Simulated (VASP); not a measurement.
Write the native input for VASP 6.6.1 that does the following.

| Item | Value |
| --- | --- |
| Task | single point |
| Functional | r2SCAN |
| Potentials or basis | VASP PAW PBE potentials, release 64 (Mn_pv, As) |
| Cutoff | 520 eV |
| k mesh | 5 × 5 × 3 |
| Occupations | fermi-dirac, width 0.05 eV |
| Spin | collinear spin, ferromagnetic start |
| Starting moments | [4.0, 4.0, 0.0, 0.0] μB |
| Dipole correction | no |
| Further INCAR settings | ALGO = Normal; EDIFF = 1e-07; NBANDS = 30 |

The system is MnAs.

```
Mn As
1.0
     3.67232    0.03498   -0.00014
    -1.80587    3.20350   -0.01086
    -0.00021   -0.01936    5.75835
Mn As
2 2
Cartesian
  1.8180 3.1508 5.6008
  -1.6992 3.0728 2.7451
  -0.0391 2.0260 1.5819
  1.8641 0.9610 4.1859
```

These files were run (other wordings do the same):

POSCAR

```
MnAs
1.0
    3.6723200000      0.0349800000     -0.0001400000
   -1.8058700000      3.2035000000     -0.0108600000
   -0.0002100000     -0.0193600000      5.7583500000
Mn As
2 2
Direct
    0.9764200000      0.9787700000      0.9745100000
    0.0103663511      0.9619673203      0.4785299839
    0.2995700000      0.6308200000      0.2759100000
    0.6538200000      0.2972400000      0.7275000000
```

INCAR.step1

```
ALGO = Normal
EDIFF = 1E-4
ENCUT = 520
GGA = PE
ISMEAR = -1
ISPIN = 2
LASPH = True
LCHARG = False
LMAXMIX = 4
LREAL = False
LWAVE = True
MAGMOM = 4 4 0 0
NBANDS = 30
NELM = 150
PREC = Accurate
SIGMA = 0.05
```

INCAR.step2

```
ALGO = Normal
EDIFF = 1E-7
ENCUT = 520
ISIF = 2
ISMEAR = -1
ISPIN = 2
ISTART = 1
LASPH = True
LCHARG = False
LMAXMIX = 4
LMIXTAU = True
LORBIT = 11
LREAL = False
LWAVE = False
MAGMOM = 4 4 0 0
METAGGA = R2SCAN
NBANDS = 30
NELM = 150
PREC = Accurate
SIGMA = 0.05
```

KPOINTS

```
k-points
0
Gamma
  5 5 3
```

Potentials or basis: VASP PAW PBE potentials, release 64 (Mn_pv, As).

The run is started by

```bash
$ cat potpaw_PBE.64/Mn_pv/POTCAR potpaw_PBE.64/As/POTCAR > POTCAR
$ cp INCAR.step1 INCAR
$ mpirun -np 1 vasp_std > vasp.out
$ cp INCAR.step2 INCAR
$ mpirun -np 1 vasp_std > vasp.out
```

Results of the run:

The pressure is 4.0 GPa and the largest force is 2.408 eV/Å. The net moment is 7.19 μB per cell. The site moments are Mn +3.90, +3.48; As -0.15, -0.16 μB. The valence electrons inside the program's atomic spheres are Mn 11.46, 11.68; As 2.89, 2.87.

Caveat: the k points lie up to 0.39 Å⁻¹ apart; the PAW data sets were made with another functional, which shifts forces and pressure a little; only a ferromagnetic start was run, and an antiferromagnetic order may lie lower in energy.

Wall time 14 min on 1 thread of Oxide Virtual Turin-like Processor, on a shared host, peak memory 0.27 GiB.
